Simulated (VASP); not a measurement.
Here is a VASP 6.6.1 calculation.

INCAR

```
PREC = Accurate
ENCUT = 520
EDIFF = 1E-7
ISMEAR = 1
SIGMA = 0.3
LREAL = F
LASPH = T
NELM = 60
ALGO = Normal
ISIF = 2
LWAVE = F
LCHARG = F
GGA = CA
NBANDS = 11
```

The input KPOINTS:

```
Automatic mesh
0
Gamma
  10 10 10
```

The input POSCAR:

```
Si
1.0
    0.0000000000      2.7016643793      2.7016643793
    2.7016643793      0.0000000000      2.7016643793
    2.7016643793      2.7016643793      0.0000000000
Si
2
Direct
    0.5000000000      0.5000000000      0.5000000000
    0.7500000000      0.7500000000      0.7500000000
```

Potentials or basis: VASP PAW LDA potentials, release 64 (Si).

Launch:

```console
$ cat potpaw_LDA.64/Si/POTCAR > POTCAR
$ mpirun -np 1 vasp_std > vasp.out
```

Task: Estimate the band gap on the k mesh.

Result: 0.45 eV, indirect (least direct gap 2.53 eV).

Task: What does it give for the pressure?

Result: 0.0 GPa.

A k mesh can miss the band edges. A hybrid or GW would open this gap; LDA tends to underestimate it.
